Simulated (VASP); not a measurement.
# Zn in VASP: notebook

The runs below take Zn through single point, with PBE.

All numbers are computed with VASP 6.6.1; they aren't measurements. Logs are shortened: lines on timing, memory, paths and dates and some standing lists are left out, and cuts for length are marked.

## (1) The cell of the first run

The structure is hexagonal, space group P6_3/mmc (No. 194). Conventional cell: a = 2.670 Å, b = 2.670 Å, c = 4.966 Å, α = 90.00°, β = 90.00°, γ = 120.00°. Within 3.5 Å of Zn (site symmetry -6m2) lie 12 Zn at 2.67 to 2.92 Å.

## (2) Single point, PBE

INCAR reads:

```
ALGO     = Normal         # electronic algorithm
EDIFF    = 1E-6           # SCF threshold, eV
ENCUT    = 520            # plane-wave cutoff, eV
GGA      = PE             # functional
ISIF     = 2              # what is computed and relaxed
ISMEAR   = -1             # smearing method
LASPH    = T              # aspherical terms in the spheres
LCHARG   = F              # write CHGCAR
LREAL    = F              # projectors in reciprocal space
LWAVE    = F              # write WAVECAR
NBANDS   = 19             # bands
NELM     = 80             # most SCF steps
PREC     = Accurate       # precision mode
SIGMA    = 0.1            # smearing width, eV
```

KPOINTS reads:

```
k-points
0
Gamma
  12 12 6
```

POSCAR reads:

```
Zn
1.0
    2.6700000000      0.0000000000      0.0000000000
   -1.3350000000      2.3122878300      0.0000000000
    0.0000000000      0.0000000000      4.9660000000
Zn
2
Direct
    0.3333333333      0.6666666667      0.2500000000
    0.6666666667      0.3333333333      0.7500000000
```

Potentials or basis: VASP PAW PBE potentials, release 64 (Zn).

Command:

```sh
$ cat potpaw_PBE.64/Zn/POTCAR > POTCAR
$ mpirun -np 1 vasp_std > vasp.out
```

OUTCAR:

```text
EDIFF = 1E-6
   ENCUT = 520
   GGA = PE
   ISIF = 2
   ISMEAR = -1
   LASPH = T
   LREAL = F
   NELM = 80
   PREC = Accurate

 ion  position               nearest neighbor table
   1  0.333  0.667  0.250-   2 2.92   2 2.92   2 2.92   2 2.92   2 2.92   2 2.92
   2  0.667  0.333  0.750-   1 2.92   1 2.92   1 2.92   1 2.92   1 2.92   1 2.92

  LATTYP: Found a hexagonal cell.
 ALAT       =     2.6700000000
 C/A-ratio  =     1.8599250936

  Lattice vectors:

 A1 = (   2.6700000000,   0.0000000000,   0.0000000000)
 A2 = (  -1.3350000000,   2.3122878300,   0.0000000000)
 A3 = (   0.0000000000,   0.0000000000,   4.9660000000)

Analysis of symmetry for initial positions (statically):
=====================================================================
 Subroutine PRICEL returns:
 Original cell was already a primitive cell.

 Routine SETGRP: Setting up the symmetry group for a
 hexagonal supercell.

 Subroutine GETGRP returns: Found 24 space group operations
 (whereof 12 operations were pure point group operations)
 out of a pool of 24 trial point group operations.

The static configuration has the point symmetry D_3d.
 The point group associated with its full space group is D_6h.

Analysis of symmetry for dynamics (positions and initial velocities):
=====================================================================
 Subroutine PRICEL returns:
 Original cell was already a primitive cell.

 Routine SETGRP: Setting up the symmetry group for a
 hexagonal supercell.

 Subroutine GETGRP returns: Found 24 space group operations
 (whereof 12 operations were pure point group operations)
 out of a pool of 24 trial point group operations.

The dynamic configuration has the point symmetry D_3d.
 The point group associated with its full space group is D_6h.

 Subroutine INISYM returns: Found 24 space group operations
 (whereof 12 operations are pure point group operations),
 and found     1 'primitive' translations

----------------------------------------------------------------------------------------

                                     Primitive cell

  volume of cell :      30.6591

  direct lattice vectors                    reciprocal lattice vectors
     2.670000000  0.000000000  0.000000000     0.374531835  0.216236056  0.000000000
    -1.335000000  2.312287830  0.000000000     0.000000000  0.432472111  0.000000000
     0.000000000  0.000000000  4.966000000     0.000000000  0.000000000  0.201369311

  length of vectors
     2.670000000  2.670000002  4.966000000     0.432472112  0.432472111  0.201369311

  position of ions in fractional coordinates (direct lattice)
     0.333333333  0.666666667  0.250000000
     0.666666667  0.333333333  0.750000000

  ion indices of the primitive-cell ions
   primitive index   ion index
                 1           1
                 2           2

----------------------------------------------------------------------------------------

 KPOINTS: k-points

Automatic generation of k-mesh.
 Grid dimensions read from file:
 generate k-points for:   12   12    6

 Generating k-lattice:

  Cartesian coordinates                     Fractional coordinates (reciprocal lattice)
     0.031210986  0.018019671  0.000000000     0.083333333  0.000000000  0.000000000
     0.000000000  0.036039343  0.000000000     0.000000000  0.083333333  0.000000000
     0.000000000  0.000000000  0.033561552     0.000000000  0.000000000  0.166666667

  Length of vectors
     0.036039343  0.036039343  0.033561552

  Shift w.r.t. Gamma in fractional coordinates (k-lattice)
     0.000000000  0.000000000  0.000000000

 Subroutine IBZKPT returns following result:
 ===========================================

 Found     76 irreducible k-points:

 Following reciprocal coordinates:
            Coordinates               Weight
  0.000000  0.000000  0.000000      1.000000
  0.083333 -0.000000  0.000000      6.000000
  0.166667  0.000000  0.000000      6.000000
  0.250000  0.000000  0.000000      6.000000
  0.333333  0.000000  0.000000      6.000000
  0.416667 -0.000000  0.000000      6.000000
[... 16 lines left out ...]
  0.250000  0.000000  0.166667     12.000000
  0.333333  0.000000  0.166667     12.000000
 [... further k-points ...]
   k-points           NKPTS =     76   k-points in BZ     NKDIM =     76   number of bands    NBANDS=     19
   number of dos      NEDOS =    301   number of ions     NIONS =      2
   total plane-waves  NPLWV =  16000
   dimension x,y,z NGX =    20 NGY =   20 NGZ =   40
   dimension x,y,z NGXF=    40 NGYF=   40 NGZF=   80
   ions per type =               2
   NGX,Y,Z   is equivalent  to a cutoff of  12.45, 12.45, 13.39 a.u.
   NGXF,Y,Z  is equivalent  to a cutoff of  24.91, 24.91, 26.78 a.u.
 SYSTEM =  unknown system
   PREC   = accura    normal or accurate (medium, high low for compatibility)
   ISTART =      0    job   : 0-new  1-cont  2-samecut
   ICHARG =      2    charge: 1-file 2-atom 10-const
   ISPIN  =      1    spin polarized calculation?
   LNONCOLLINEAR =      F non collinear calculations
   LSORBIT =      F    spin-orbit coupling
   LASPH  =      T    aspherical Exc in radial PAW
   ENCUT  =  520.0 eV  38.22 Ry    6.18 a.u.   4.96  4.96  9.23*2*pi/ulx,y,z
   NELM   =     80;   NELMIN=  2; NELMDL= -5     # of ELM steps
   EDIFF  = 0.1E-05   stopping-criterion for ELM
   LREAL  =      F    real-space projection
   EDIFFG = 0.1E-04   stopping-criterion for IOM
   NSW    =      0    number of steps for IOM
   IBRION =     -1    ionic relax: 0-MD 1-quasi-New 2-CG
   NFREE  =      0    steps in history (QN), initial steepest desc. (CG)
   ISIF   =      2    stress and relaxation
   ISYM   =      2    0-nonsym 1-usesym 2-fastsym
   POTIM  = 0.5000    time-step for ionic-motion
   TEBEG  =    0.0;   TEEND  =   0.0 temperature during run
   PSTRESS=    0.0 pullay stress
   NELECT =      24.0000    total number of electrons
   NUPDOWN=      -1.0000    fix difference up-down
   EMIN   =  10.00;   EMAX   =-10.00  energy-range for DOS
   EFERMI =   0.00;   METHOD = LEGACY
   ISMEAR =    -1;   SIGMA  =   0.10  broadening in eV -4-tet -1-fermi 0-gaus
   EFERMI_NEDOS =   21; number of points for ismear=-14 and -15
   IALGO  =     38    algorithm
   IMIX   =      4    mixing-type and parameters
     AMIX     =   0.40;   BMIX     =  1.00
     AMIX_MAG =   1.60;   BMIX_MAG =  1.00
  volume/ion in A,a.u.               =      15.33       103.45
  Fermi-wavevector in a.u.,A,eV,Ry     =   1.508778  2.851177 30.972445  2.276410
  Thomas-Fermi vector in A             =   2.619187
   LORBIT       =      0    0 simple, 1 ext, 2 COOP (PROOUT), +10 PAW based schemes
   GGA     = PE    functional components
   LHFCALC =     F    Hartree Fock is set to
   AEXX    =    0.0000 exact exchange contribution
   IVDW    =     0    specifies the selected vdW correction
   LEPSILON=     F    determine dielectric tensor
   LRPA    =     F    only Hartree local field effects (RPA)
 non-spin polarized calculation
  energy-cutoff  :      520.00
  volume of cell :       30.66
 maximum number of plane-waves:       855
 NGX is ok and might be reduce to    20
   NGX =  9   NGY =  9   NGZ = 19

 number of electron      24.0000011 magnetization

 Free energy of the ion-electron system (eV)
  ---------------------------------------------------
  ext. energy  EPLUGINS =         0.00000000
  ---------------------------------------------------
  free energy    TOTEN  =        -2.20894452 eV

  energy without entropy =       -2.18889138  energy(sigma->0) =       -2.19891795

 E-fermi :   3.1474     XC(G=0): -11.5100

 val. band max:        3.0758015108   @ k =   0.3333   0.3333   0.0000
 cond. band min:       3.1610828015   @ k =   0.5000   0.0000   0.5000
 fundamental gap:      0.0852812907
 Fermi energy:         3.1473844186

 k-point     1 :       0.0000    0.0000    0.0000
  band No.  band energies     occupation
      1      -7.2828      2.00000
      2      -5.5187      2.00000
      3      -4.8355      2.00000
      4      -4.6088      2.00000
      5      -4.6088      2.00000
      6      -4.5602      2.00000
[... 11 lines left out ...]
     18      22.0602      0.00000
     19      22.0628      0.00000

 k-point     2 :       0.0833   -0.0000    0.0000
  band No.  band energies     occupation
      1      -7.0781      2.00000
      2      -5.4319      2.00000
      3      -4.8158      2.00000
      4      -4.6274      2.00000
      5      -4.5805      2.00000
      6      -4.5614      2.00000
[... 11 lines left out ...]
     18      20.9089      0.00000
     19      22.9123      0.00000

 k-point     3 :       0.1667    0.0000    0.0000
  band No.  band energies     occupation
      1      -6.4858      2.00000
      2      -5.2314      2.00000
      3      -4.7868      2.00000
      4      -4.6648      2.00000
      5      -4.5711      2.00000
      6      -4.4675      2.00000
[... 11 lines left out ...]
     18      19.3137      0.00000
     19      20.2684      0.00000

 k-point     4 :       0.2500    0.0000    0.0000
  band No.  band energies     occupation
      1      -5.6667      2.00000
      2      -5.1279      2.00000
      3      -4.7227      2.00000
      4      -4.7130      2.00000
      5      -4.6368      2.00000
      6      -4.4082      2.00000
[... 11 lines left out ...]
     18      18.4164      0.00000
     19      19.0607      0.00000

 k-point     5 :       0.3333    0.0000    0.0000
  band No.  band energies     occupation
      1      -5.2835      2.00000
      2      -5.1796      2.00000
      3      -4.9251      2.00000
      4      -4.5919      2.00000
      5      -4.5147      2.00000
      6      -4.4112      2.00000
[... 11 lines left out ...]
     18      17.7836      0.00000
     19      19.4623      0.00000
[... 334 lines left out ...]
      2      -5.4424      2.00000
      3      -4.8131      2.00000
      4      -4.6331      2.00000
      5      -4.5902      2.00000
      6      -4.5640      2.00000
[... 11 lines left out ...]
     18      21.3908      0.00000
     19      22.7350      0.00000

 k-point    22 :       0.1667    0.0000    0.1667
  band No.  band energies     occupation
      1      -6.3316      2.00000
      2      -5.2262      2.00000
      3      -4.7830      2.00000
      4      -4.6818      2.00000
      5      -4.6059      2.00000
      6      -4.4523      2.00000
[... 11 lines left out ...]
     18      19.5438      0.00000
     19      21.3278      0.00000

 k-point    23 :       0.2500    0.0000    0.1667
  band No.  band energies     occupation
      1      -5.5698      2.00000
      2      -5.1150      2.00000
      3      -4.7675      2.00000
      4      -4.7172      2.00000
      5      -4.6329      2.00000
      6      -4.3586      2.00000
[... 11 lines left out ...]
     18      18.4498      0.00000
     19      18.9572      0.00000

 k-point    24 :       0.3333    0.0000    0.1667
  band No.  band energies     occupation
      1      -5.2821      2.00000
      2      -5.1787      2.00000
      3      -4.9139      2.00000
      4      -4.7105      2.00000
      5      -4.4939      2.00000
      6      -4.3895      2.00000
[... 11 lines left out ...]
     18      17.6437      0.00000
     19      18.4353      0.00000

 [... further k-points ...]
[... 5 lines left out ...]
  --------------------------------------------------------------------------------------
  -------------------------------------------------------------------------------------
  Total       -0.3694910     -0.3694910      0.5451189      0.0000000     -0.0000000      0.0000000
  in kB      -19.3087676    -19.3087676     28.4866871      0.0000000     -0.0000000      0.0000000
  external PRESSURE =      -3.3769494 kB  Pullay stress =       0.0000000 kB

 VOLUME and BASIS-vectors are now :
 -----------------------------------------------------------------------------
  energy-cutoff  :      520.00
  volume of cell :       30.66
      direct lattice vectors                 reciprocal lattice vectors
     2.670000000  0.000000000  0.000000000     0.374531835  0.216236056  0.000000000
    -1.335000000  2.312287830  0.000000000     0.000000000  0.432472111  0.000000000
     0.000000000  0.000000000  4.966000000     0.000000000  0.000000000  0.201369311

 POSITION                                       TOTAL-FORCE (eV/Angst)
 -----------------------------------------------------------------------------------
     -0.00000      1.54153      1.24150         0.000000     -0.000000      0.000000
      1.33500      0.77076      3.72450        -0.000000      0.000000      0.000000
 -----------------------------------------------------------------------------------
    total drift:                                0.000000     -0.000000      0.000000

  FREE ENERGIE OF THE ION-ELECTRON SYSTEM (eV)
  ---------------------------------------------------
  free  energy   TOTEN  =        -2.2089445205 eV

  energy  without entropy=       -2.1888913838  energy(sigma->0) =       -2.19891795
```

It took 44 s on 1 thread of Intel Xeon 8259CL, shared host; peak memory 0.16 GiB.

What came out:

* Free energy: -2.2089 eV
* Pressure: -0.3 GPa
* Band gap on the k mesh: zero (bands 12 and 13 overlap by 4.31 eV)

Levels at points of the mesh, in eV from the Fermi level:
| k point | band 9 | band 10 | band 11 | band 12 | band 13 | band 14 | band 15 | band 16 |
| --- | --- | --- | --- | --- | --- | --- | --- | --- |
| (0.00, 0.00, 0.00) | -7.38 | -7.18 | -7.18 | -3.69 | -3.16 | 13.39 | 17.03 | 17.27 |
| (0.50, 0.00, 0.00) | -7.00 | -6.98 | -2.90 | -2.24 | 2.50 | 3.44 | 3.94 | 5.59 |
| (0.00, 0.00, 0.50) | -7.26 | -7.26 | -7.26 | -7.26 | 4.44 | 4.44 | 18.54 | 18.54 |
| (0.50, 0.00, 0.50) | -6.99 | -6.99 | -1.93 | -1.93 | 0.01 | 0.01 | 9.97 | 9.97 |

## (3) Single point, PBE

INCAR reads:

```
PREC = Accurate ; ENCUT = 520
EDIFF = 1E-6 ; ISMEAR = -1
SIGMA = 0.1 ; LREAL = F
LASPH = T ; NELM = 100
ALGO = Normal ; ISIF = 2
LWAVE = F ; LCHARG = F
GGA = PE ; NBANDS = 19
```

KPOINTS reads:

```
regular mesh
0
Gamma
  12 12 6
```

Edit POSCAR of step 2 so:

```diff
@@ -9,2 +9,2 @@
     0.3333333333      0.6666666667      0.2500000000
-    0.6666666667      0.3333333333      0.7500000000
+    0.6666666667      0.3333333333      0.7298630689
```

Potentials or basis: VASP PAW PBE potentials, release 64 (Zn).

Command:

```sh
$ cat potpaw_PBE.64/Zn/POTCAR > POTCAR
$ mpirun -np 1 vasp_std > vasp.out
```

It took 52 s on 1 thread of Intel Xeon 8259CL, shared host; peak memory 0.17 GiB.

It converged, with:

| Quantity | Value |
| --- | --- |
| Free energy | -2.1968 eV |
| Pressure | -0.1 GPa |
| Largest force | 0.243 eV/Å |
| Band gap on the k mesh | zero (bands 12 and 13 overlap by 4.32 eV) |

Forces on the atoms (eV/Å):
```
Zn   0.000  0.000 -0.243
Zn   0.000  0.000  0.243
```

Stress tensor (GPa, compression positive):
```
-1.72  0.00  0.00
 0.00 -1.72  0.00
 0.00  0.00  3.25
```

Levels at points of the mesh, in eV from the Fermi level:
| k point | band 9 | band 10 | band 11 | band 12 | band 13 | band 14 | band 15 | band 16 |
| --- | --- | --- | --- | --- | --- | --- | --- | --- |
| (0.00, 0.00, 0.00) | -7.39 | -7.18 | -7.18 | -3.68 | -3.16 | 13.45 | 16.99 | 17.25 |
| (0.50, 0.00, 0.00) | -7.01 | -6.99 | -2.91 | -2.26 | 2.50 | 3.47 | 3.92 | 5.62 |
| (0.00, 0.00, 0.50) | -7.30 | -7.30 | -7.24 | -7.24 | 4.10 | 4.80 | 18.37 | 18.37 |
| (0.50, 0.00, 0.50) | -7.00 | -7.00 | -1.99 | -1.92 | 0.03 | 0.05 | 9.81 | 10.16 |
